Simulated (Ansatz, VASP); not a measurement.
# Two plane-wave programs on Si5P

The input INCAR:

```
PREC = Accurate
ENCUT = 520
EDIFF = 1E-6
ISMEAR = 0
SIGMA = 0.1
LREAL = F
LASPH = T
NELM = 80
ALGO = Normal
ISIF = 2
LWAVE = F
LCHARG = T
GGA = PE
LELF = T
LVHAR = T
NBANDS = 22
```

Contents of KPOINTS:

```
regular mesh
0
Gamma
  4 4 4
```

POSCAR

```
Si5P
1.0
    0.0000000000      3.6897378100      3.6897378100
    3.6897378100      0.0000000000      3.6897378100
    3.6897378100      3.6897378100      0.0000000000
Si P
5 1
Direct
    0.3727328200      0.8757557300      0.8757557300
    0.8757557300      0.3727328200      0.8757557300
    0.8757557300      0.8757557300      0.3727328200
    0.8757557300      0.8757557300      0.8757557300
    0.5000000000      0.5000000000      0.5000000000
    0.2500000000      0.2500000000      0.2500000000
```

Input for Ansatz:

```yaml
crystal:
  lattice:
    - [0.0, 3.68973781, 3.68973781]
    - [3.68973781, 0.0, 3.68973781]
    - [3.68973781, 3.68973781, 0.0]
  atoms:
    - { symbol: Si, position: [0.37273282, 0.87575573, 0.87575573] }
    - { symbol: Si, position: [0.87575573, 0.37273282, 0.87575573] }
    - { symbol: Si, position: [0.87575573, 0.87575573, 0.37273282] }
    - { symbol: Si, position: [0.87575573, 0.87575573, 0.87575573] }
    - { symbol: Si, position: [0.5, 0.5, 0.5] }
    - { symbol: P, position: [0.25, 0.25, 0.25] }
basis:
  ecutwfc: 420
kpoints:
  mp_grid: { grid: [4, 4, 4] }
hamiltonian:
  xc: pbe
scf:
  occupations: { method: gaussian, width: 0.1 }
  lower_state_search: "off"
output:
  forces: true
  stress: true
  eigenvalues: true
```

Change from the starting cell: species swapped into the Be5Fe type (F-43m, No. 216).

Alike in both runs: task single point; functional PBE; k mesh 4 × 4 × 4; occupations gaussian, width 0.1 eV; no spin polarisation.

|  | VASP | Ansatz |
| --- | --- | --- |
| version | VASP 6.6.1 | Ansatz 0.2.0 |
| potentials or method | VASP PAW PBE potentials, release 64 (Si, P), cutoff 520 eV | scalar-relativistic, plane waves, PAW |
| valence electrons in the cell | 25 | 25 |

|  | VASP | Ansatz | Ansatz less VASP |
| --- | --- | --- | --- |
| gap on the k mesh at the Fermi level (eV) | none | none | - |
| pressure (GPa) | -6.0 | -6.0 | +0.02 |
| rms of the force components (eV/Å) | 0.053 | 0.053 | +0.0001 |

Atom by atom the forces differ by 0.000 eV/Å (rms over components). A gap of «none» marks a metal or a gap that the smearing closes. The functional is the same, so the differences come from potentials, cutoffs and numerics.

The k mesh is coarse, so the values compare programs but aren't converged.
